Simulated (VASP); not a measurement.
TaVN2:

```
Ta V N
1.0
     3.04987    0.00000    0.00000
     0.00000    3.04987    0.00000
     0.00000    0.00000    4.29606
Ta V N
1 1 2
Direct
  0.00000 0.00000 0.00000
  0.50000 0.50000 0.50000
  0.50000 0.50000 0.00000
  0.00000 0.00000 0.50000
```

Base run:

| Quantity | Value |
| --- | --- |
| Program | VASP 6.6.1 |
| Functional | PBEsol |
| Potentials or basis | VASP PAW PBE potentials, release 64 (Ta_pv, V_sv, N) |
| Cutoff | 520 eV |
| k mesh | 7 × 7 × 5 |
| Occupations | fermi-dirac, width 0.05 eV |
| Spin | collinear spin, ferromagnetic start |
| Starting moments | [0.0, 2.0, 0.0, 0.0] μB |
| Fixed moment | 2 μB |

Its results: pressure -5.9 GPa; site moments Ta +0.09; V +1.63; N +0.04 μB.

Task: The run is repeated on the same cell with these changes: fixed moment from 2 μB to 1.5 μB; moments at the start from [0.0, 2.0, 0.0, 0.0] to [0.0, 1.5, 0.0, 0.0]. What comes out?

Result: Pressure -8.1 GPa; site moments Ta +0.00; V +1.31; N +0.03 μB.

Caveats: the PAW data sets were made with another functional, which shifts forces and pressure a little; the total moment is fixed, so each spin has its own Fermi level.
